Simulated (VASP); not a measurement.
# Si in VASP: further runs

Runs on Si. Level: PBE. Tasks: single point.

All numbers are computed with VASP 6.6.1; they aren't measurements. Logs are shortened: lines on timing, memory, paths and dates and some standing lists are left out, and cuts for length are marked.

### 1 The cell of the first run

The cell holds a slab with vacuum, 2 atoms: a = 3.937 Å, b = 3.937 Å, c = 28.000 Å, α = 90.00°, β = 90.00°, γ = 120.00°.

### 2 Single point, PBE

INCAR reads:

```
SYSTEM = Si
ALGO = Normal ; DIPOL = 0.5 0.5 0.500
EDIFF = 1E-6 ; ENCUT = 520
GGA = PE ; IDIPOL = 3
ISIF = 2 ; ISMEAR = 0
LASPH = .TRUE. ; LCHARG = .TRUE.
LDIPOL = .TRUE. ; LELF = .TRUE.
LREAL = .FALSE. ; LVACPOTAV = .TRUE.
LVHAR = .TRUE. ; LWAVE = .FALSE.
NBANDS = 11 ; NELM = 100
PREC = Accurate ; SIGMA = 0.1
```

KPOINTS reads:

```
k-points
0
G
  15 15 1
  0 0 0
```

POSCAR reads:

```
Si
1.0
    3.9370000000      0.0000000000      0.0000000000
   -1.9685000000      3.4095420147      0.0000000000
    0.0000000000      0.0000000000     28.0000000000
Si
2
Direct
    0.3333333333      0.6666666667      0.5153035714
    0.6666666667      0.3333333333      0.4846964286
```

Potentials or basis: VASP PAW PBE potentials, release 64 (Si).

The run is started by

```
cat potpaw_PBE.64/Si/POTCAR > POTCAR
mpirun -np 1 vasp_std > vasp.out
```

OUTCAR:

```text
SYSTEM = Si
   EDIFF = 1E-6
   ENCUT = 520
   GGA = PE
   ISIF = 2
   ISMEAR = 0
   LASPH = .TRUE.
   LREAL = .FALSE.
   NELM = 100
   PREC = Accurate

 ion  position               nearest neighbor table
   1  0.333  0.667  0.515-   2 2.43   2 2.43   2 2.43
   2  0.667  0.333  0.485-   1 2.43   1 2.43   1 2.43

  LATTYP: Found a hexagonal cell.
 ALAT       =     3.9370000000
 C/A-ratio  =     7.1120142240

  Lattice vectors:

 A1 = (   3.9370000000,   0.0000000000,   0.0000000000)
 A2 = (  -1.9685000000,   3.4095420147,   0.0000000000)
 A3 = (   0.0000000000,   0.0000000000,  28.0000000000)

Analysis of symmetry for initial positions (statically):
=====================================================================
 Subroutine PRICEL returns:
 Original cell was already a primitive cell.

 Routine SETGRP: Setting up the symmetry group for a
 hexagonal supercell.

 Subroutine GETGRP returns: Found 12 space group operations
 (whereof 12 operations were pure point group operations)
 out of a pool of 24 trial point group operations.

The static configuration has the point symmetry D_3d.

Analysis of symmetry for dynamics (positions and initial velocities):
=====================================================================
 Subroutine PRICEL returns:
 Original cell was already a primitive cell.

 Routine SETGRP: Setting up the symmetry group for a
 hexagonal supercell.

 Subroutine GETGRP returns: Found 12 space group operations
 (whereof 12 operations were pure point group operations)
 out of a pool of 24 trial point group operations.

The dynamic configuration has the point symmetry D_3d.

 Subroutine INISYM returns: Found 12 space group operations
 (whereof 12 operations are pure point group operations),
 and found     1 'primitive' translations

----------------------------------------------------------------------------------------

                                     Primitive cell

  volume of cell :     375.8543

  direct lattice vectors                    reciprocal lattice vectors
     3.937000000  0.000000000  0.000000000     0.254000508  0.146647262  0.000000000
    -1.968500000  3.409542015  0.000000000     0.000000000  0.293294523  0.000000000
     0.000000000  0.000000000 28.000000000     0.000000000  0.000000000  0.035714286

  length of vectors
     3.937000000  3.937000000 28.000000000     0.293294523  0.293294523  0.035714286

  position of ions in fractional coordinates (direct lattice)
     0.333333333  0.666666667  0.515303571
     0.666666667  0.333333333  0.484696429

  ion indices of the primitive-cell ions
[... 91 lines left out ...]
   EFERMI_NEDOS =   21; number of points for ismear=-14 and -15
   IALGO  =     38    algorithm
   IMIX   =      4    mixing-type and parameters
     AMIX     =   0.40;   BMIX     =  1.00
     AMIX_MAG =   1.60;   BMIX_MAG =  1.00
  volume/ion in A,a.u.               =     187.93      1268.19
  Fermi-wavevector in a.u.,A,eV,Ry     =   0.453696  0.857361  2.800625  0.205840
  Thomas-Fermi vector in A             =   1.436271
   LORBIT       =      0    0 simple, 1 ext, 2 COOP (PROOUT), +10 PAW based schemes
   GGA     = PE    functional components
   LHFCALC =     F    Hartree Fock is set to
   AEXX    =    0.0000 exact exchange contribution
   IVDW    =     0    specifies the selected vdW correction
   LEPSILON=     F    determine dielectric tensor
   LRPA    =     F    only Hartree local field effects (RPA)
 non-spin polarized calculation
 Gauss-broadening in eV      SIGMA  =   0.10
  energy-cutoff  :      520.00
  volume of cell :      375.85
 maximum number of plane-waves:     10203
 NGX is ok and might be reduce to    30
   NGX = 15   NGY = 15   NGZ =105

 dipolmoment           0.000000      0.000000      0.000000 electrons x Angstroem

 number of electron       7.9999999 magnetization

 dipolmoment           0.000000      0.000000     -0.000000 electrons x Angstroem

 Free energy of the ion-electron system (eV)
  ---------------------------------------------------
  ext. energy  EPLUGINS =         0.00000000
  ---------------------------------------------------
  free energy    TOTEN  =        -9.24132362 eV

  energy without entropy =       -9.24007396  energy(sigma->0) =       -9.24069879

 E-fermi :  -3.5501     XC(G=0):  -1.6043

 val. band max:       -3.5595741863   @ k =   0.3333   0.3333   0.0000
 cond. band min:      -3.2016835169   @ k =   0.3333   0.2667   0.0000
 fundamental gap:      0.3578906694
 Fermi energy:        -3.5500962804

 k-point     1 :       0.0000    0.0000    0.0000
  band No.  band energies     occupation
      1     -13.4902      2.00000
      2      -6.7576      2.00000
      3      -3.6427      1.80964
      4      -3.6427      1.80964
      5      -1.7311      0.00000
      6      -1.1997      0.00000
      7       0.1473      0.00000
      8       0.1473      0.00000
      9       0.8383      0.00000
     10       1.0227      0.00000
     11       1.3918      0.00000
[... 309 lines left out ...]
 k-point    24 :       0.4000    0.2000    0.0000
  band No.  band energies     occupation
      1     -11.0387      2.00000
      2      -9.8824      2.00000
      3      -6.3823      2.00000
      4      -4.1071      2.00000
      5      -3.1265      0.00000
      6       0.6216      0.00000
      7       0.7102      0.00000
      8       2.3309      0.00000
      9       2.9822      0.00000
     10       4.3566      0.00000
     11       4.4496      0.00000

 [... further k-points ...]

------------------------ aborting loop because EDIFF is reached ----------------------------------------

  FORCE on cell =-STRESS in cart. coord.  units (eV):
  Direction    XX          YY          ZZ          XY          YZ          ZX
  --------------------------------------------------------------------------------------
  -------------------------------------------------------------------------------------
  Total       -2.2822037     -2.2822037     -1.3862200      0.0000000      0.0000000      0.0000000
  in kB       -9.7284911     -9.7284911     -5.9091260      0.0000000      0.0000000      0.0000000
  external PRESSURE =      -8.4553694 kB  Pullay stress =       0.0000000 kB

 VOLUME and BASIS-vectors are now :
 -----------------------------------------------------------------------------
  energy-cutoff  :      520.00
  volume of cell :      375.85
      direct lattice vectors                 reciprocal lattice vectors
     3.937000000  0.000000000  0.000000000     0.254000508  0.146647262  0.000000000
    -1.968500000  3.409542015  0.000000000     0.000000000  0.293294523  0.000000000
     0.000000000  0.000000000 28.000000000     0.000000000  0.000000000  0.035714286

 POSITION                                       TOTAL-FORCE (eV/Angst)
 -----------------------------------------------------------------------------------
     -0.00000      2.27303     14.42850         0.000000      0.000000     -1.614128
      1.96850      1.13651     13.57150        -0.000000     -0.000000      1.614128
 -----------------------------------------------------------------------------------
    total drift:                               -0.000000     -0.000000     -0.000000

  FREE ENERGIE OF THE ION-ELECTRON SYSTEM (eV)
  ---------------------------------------------------
  free  energy   TOTEN  =        -9.2413236165 eV

  energy  without entropy=       -9.2400739638  energy(sigma->0) =       -9.24069879

 vacuum level on the upper side and lower side of the slab         1.107         1.107
```

OSZICAR:

```text
N       E                     dE             d eps       ncg     rms          rms(c)
DAV:   1     0.382784713341E+02    0.38278E+02   -0.20256E+03   594   0.433E+02
DAV:   2    -0.591196190856E+01   -0.44190E+02   -0.39750E+02   896   0.712E+01
DAV:   3    -0.950190243632E+01   -0.35899E+01   -0.35833E+01   873   0.239E+01
[... 11 lines left out ...]
DAV:  15    -0.924119306494E+01    0.44887E-05   -0.86140E-06   825   0.978E-03    0.566E-03
DAV:  16    -0.924127528796E+01   -0.82223E-04   -0.55120E-06   744   0.803E-03    0.232E-03
DAV:  17    -0.924129825536E+01   -0.22967E-04   -0.10399E-06   840   0.357E-03    0.174E-03
DAV:  18    -0.924132349172E+01   -0.25236E-04   -0.20461E-06   734   0.389E-03    0.141E-03
DAV:  19    -0.924132361652E+01   -0.12480E-06   -0.20816E-08   864   0.621E-04
   1 F= -.92413236E+01 E0= -.92406988E+01  d E =-.124965E-02
```

stdout:

```text
POSCAR found type information on POSCAR Si
 POSCAR found :  1 types and       2 ions
 scaLAPACK will be used
 LDA part: xc-table for (Slater+PW92), standard interpolation
 POSCAR, INCAR and KPOINTS ok, starting setup
 FFT: planning ... GRIDC
 FFT: planning ... GRID_SOFT
 FFT: planning ... GRID
 WAVECAR not read
 entering main loop
 -----------------------------------------------------------------------------
|                                                                             |
|           W    W    AA    RRRRR   N    N  II  N    N   GGGG   !!!           |
|           W    W   A  A   R    R  NN   N  II  NN   N  G    G  !!!           |
|           W    W  A    A  R    R  N N  N  II  N N  N  G       !!!           |
|           W WW W  AAAAAA  RRRRR   N  N N  II  N  N N  G  GGG   !            |
|           WW  WW  A    A  R   R   N   NN  II  N   NN  G    G                |
|           W    W  A    A  R    R  N    N  II  N    N   GGGG   !!!           |
|                                                                             |
|     Did not find any points to average over, which means that no vacuum     |
|     field-free region was found. Please increase the size of  your cell     |
|     in the dimension of the dipole correction to obtain accurate            |
|     workfunction values.                                                    |
|                                                                             |
 -----------------------------------------------------------------------------
```

Run time: 1.8 min. Hardware: 1 thread of Intel Xeon 6975P-C (Granite Rapids), shared host; peak memory 0.47 GiB.

What came out:

* Free energy: -9.2413 eV
* Largest force: 1.614 eV/Å
* Band gap on the k mesh: zero (filled and empty bands touch)

Forces on the atoms (eV/Å):
```
Si   0.000  0.000 -1.614
Si   0.000  0.000  1.614
```

### 3 Single point, PBE

INCAR reads:

```
PREC = Accurate
ENCUT = 520
EDIFF = 1E-6
ISMEAR = 0
SIGMA = 0.1
LREAL = F
LASPH = T
NELM = 100
ALGO = Normal
ISIF = 2
LWAVE = F
LCHARG = F
LDIPOL = T
IDIPOL = 3
DIPOL = 0.5 0.5 0.500
GGA = PE
NBANDS = 11
```

KPOINTS reads:

```
regular mesh
0
Gamma
  15 15 1
```

POSCAR reads:

```
Si
1.0
    3.9370000000      0.0000000000      0.0000000000
   -1.9685000000      3.4095420147      0.0000000000
    0.0000000000      0.0000000000     28.0000000000
Si
2
Direct
    0.3333333333      0.6666666667      0.5025535714
    0.6666666667      0.3333333333      0.4974464286
```

Potentials or basis: VASP PAW PBE potentials, release 64 (Si).

The run is started by

```
cat potpaw_PBE.64/Si/POTCAR > POTCAR
mpirun -np 1 vasp_std > vasp.out
```

OUTCAR:

```text
PREC = Accurate
   ENCUT = 520
   EDIFF = 1E-6
   ISMEAR = 0
   LREAL = F
   LASPH = T
   NELM = 100
   ISIF = 2
   GGA = PE

 ion  position               nearest neighbor table
   1  0.333  0.667  0.503-   2 2.28   2 2.28   2 2.28
   2  0.667  0.333  0.497-   1 2.28   1 2.28   1 2.28

  LATTYP: Found a hexagonal cell.
 ALAT       =     3.9370000000
 C/A-ratio  =     7.1120142240

  Lattice vectors:

 A1 = (   3.9370000000,   0.0000000000,   0.0000000000)
 A2 = (  -1.9685000000,   3.4095420147,   0.0000000000)
 A3 = (   0.0000000000,   0.0000000000,  28.0000000000)

Analysis of symmetry for initial positions (statically):
=====================================================================
 Subroutine PRICEL returns:
 Original cell was already a primitive cell.

 Routine SETGRP: Setting up the symmetry group for a
 hexagonal supercell.

 Subroutine GETGRP returns: Found 12 space group operations
 (whereof 12 operations were pure point group operations)
 out of a pool of 24 trial point group operations.

The static configuration has the point symmetry D_3d.

Analysis of symmetry for dynamics (positions and initial velocities):
=====================================================================
 Subroutine PRICEL returns:
 Original cell was already a primitive cell.

 Routine SETGRP: Setting up the symmetry group for a
 hexagonal supercell.

 Subroutine GETGRP returns: Found 12 space group operations
 (whereof 12 operations were pure point group operations)
 out of a pool of 24 trial point group operations.

The dynamic configuration has the point symmetry D_3d.

 Subroutine INISYM returns: Found 12 space group operations
 (whereof 12 operations are pure point group operations),
 and found     1 'primitive' translations

----------------------------------------------------------------------------------------

                                     Primitive cell

  volume of cell :     375.8543

  direct lattice vectors                    reciprocal lattice vectors
[... 124 lines left out ...]
   NGX = 15   NGY = 15   NGZ =105

 number of electron       8.0000000 magnetization

 dipolmoment           0.000000      0.000000     -0.000000 electrons x Angstroem

 Free energy of the ion-electron system (eV)
  ---------------------------------------------------
  ext. energy  EPLUGINS =         0.00000000
  ---------------------------------------------------
  free energy    TOTEN  =        -9.52782402 eV

  energy without entropy =       -9.52682102  energy(sigma->0) =       -9.52732252

 E-fermi :  -3.4396     XC(G=0):  -1.5180

 val. band max:       -3.4396232085   @ k =   0.3333   0.3333   0.0000
 cond. band min:      -3.4396232075   @ k =   0.3333   0.3333   0.0000
 fundamental gap:      0.0000000010
 Fermi energy:        -3.4396232082

 k-point     1 :       0.0000    0.0000    0.0000
  band No.  band energies     occupation
      1     -14.6680      2.00000
      2      -6.4544      2.00000
      3      -5.2230      2.00000
      4      -5.2230      2.00000
      5      -2.3607      0.00000
      6      -0.8884      0.00000
      7      -0.8884      0.00000
      8      -0.3640      0.00000
      9       0.9095      0.00000
     10       1.1913      0.00000
     11       1.6259      0.00000
[... 309 lines left out ...]
 k-point    24 :       0.4000    0.2000    0.0000
  band No.  band energies     occupation
      1     -12.1944      2.00000
      2     -11.0199      2.00000
      3      -7.7163      2.00000
      4      -4.0512      2.00000
      5      -2.9042      0.00000
      6      -0.5874      0.00000
      7       1.2022      0.00000
      8       2.5597      0.00000
      9       2.8439      0.00000
     10       3.9957      0.00000
     11       4.1065      0.00000

 [... further k-points ...]

------------------------ aborting loop because EDIFF is reached ----------------------------------------

 vacuum level on the upper side and lower side of the slab       (xc-potential included)        -0.011        -0.011

  FORCE on cell =-STRESS in cart. coord.  units (eV):
  Direction    XX          YY          ZZ          XY          YZ          ZX
  --------------------------------------------------------------------------------------
  -------------------------------------------------------------------------------------
  Total       -0.9246453     -0.9246453      0.0082026      0.0000000      0.0000000      0.0000000
  in kB       -3.9415429     -3.9415429      0.0349656      0.0000000      0.0000000      0.0000000
  external PRESSURE =      -2.6160401 kB  Pullay stress =       0.0000000 kB

 VOLUME and BASIS-vectors are now :
 -----------------------------------------------------------------------------
  energy-cutoff  :      520.00
  volume of cell :      375.85
      direct lattice vectors                 reciprocal lattice vectors
     3.937000000  0.000000000  0.000000000     0.254000508  0.146647262  0.000000000
    -1.968500000  3.409542015  0.000000000     0.000000000  0.293294523  0.000000000
     0.000000000  0.000000000 28.000000000     0.000000000  0.000000000  0.035714286

 POSITION                                       TOTAL-FORCE (eV/Angst)
 -----------------------------------------------------------------------------------
     -0.00000      2.27303     14.07150        -0.000000     -0.000000      0.082405
      1.96850      1.13651     13.92850         0.000000      0.000000     -0.082405
 -----------------------------------------------------------------------------------
    total drift:                               -0.000000      0.000000      0.000000

  FREE ENERGIE OF THE ION-ELECTRON SYSTEM (eV)
  ---------------------------------------------------
  free  energy   TOTEN  =        -9.5278240231 eV

  energy  without entropy=       -9.5268210194  energy(sigma->0) =       -9.52732252

 vacuum level on the upper side and lower side of the slab         1.154         1.154
```

OSZICAR:

```text
N       E                     dE             d eps       ncg     rms          rms(c)
DAV:   1     0.415143968098E+02    0.41514E+02   -0.20467E+03   594   0.433E+02
DAV:   2    -0.580414820942E+01   -0.47319E+02   -0.42193E+02   870   0.737E+01
DAV:   3    -0.969553480967E+01   -0.38914E+01   -0.38835E+01   833   0.250E+01
[... 14 lines left out ...]
DAV:  18    -0.952780949355E+01   -0.10578E-04   -0.26109E-07   806   0.180E-03    0.192E-03
DAV:  19    -0.952781995574E+01   -0.10462E-04   -0.37882E-07   674   0.177E-03    0.129E-03
DAV:  20    -0.952782253278E+01   -0.25770E-05   -0.38969E-08   787   0.596E-04    0.150E-04
DAV:  21    -0.952782376479E+01   -0.12320E-05   -0.13194E-08   692   0.337E-04    0.909E-05
DAV:  22    -0.952782402310E+01   -0.25831E-06   -0.83298E-10   711   0.884E-05
   1 F= -.95278240E+01 E0= -.95273225E+01  d E =-.100300E-02
```

It took 2.1 min on 1 thread of Intel Xeon 6975P-C (Granite Rapids), shared host; peak memory 0.47 GiB.

Results:

```
Free energy            : -9.5278 eV
Largest force          : 0.082 eV/Å
Band gap on the k mesh : zero (filled and empty bands touch)
```

Forces on the atoms (eV/Å):
```
Si   0.000  0.000  0.082
Si   0.000  0.000 -0.082
```

### 4 Single point, PBE

INCAR is that of step 3.

KPOINTS is that of step 3.

POSCAR reads:

```
Si
1.0
    3.9370000000      0.0000000000      0.0000000000
   -1.9685000000      3.4095420147      0.0000000000
    0.0000000000      0.0000000000     28.0000000000
Si
2
Direct
    0.3333333333      0.6666666667      0.5076607143
    0.6666666667      0.3333333333      0.4923392857
```

The run is started by

```
cat potpaw_PBE.64/Si/POTCAR > POTCAR
mpirun -np 1 vasp_std > vasp.out
```

Run time: 1.9 min. Hardware: 1 thread of Intel Xeon 6975P-C (Granite Rapids), shared host; peak memory 0.46 GiB.

It converged, with:

| Quantity | Value |
| --- | --- |
| Free energy | -9.5449 eV |
| Largest force | 0.062 eV/Å |
| Band gap on the k mesh | zero (filled and empty bands touch) |

Forces in eV/Å, atoms in the order of the input:
```
Si   0.000  0.000 -0.062
Si   0.000  0.000  0.062
```

Levels at points of the mesh, in eV from the Fermi level:
```tsv
k point	band 2	band 3	band 4	band 5	band 6	band 7
(0.00, 0.00, 0.00)	-3.04	-1.36	-1.36	1.36	2.67	2.86
```
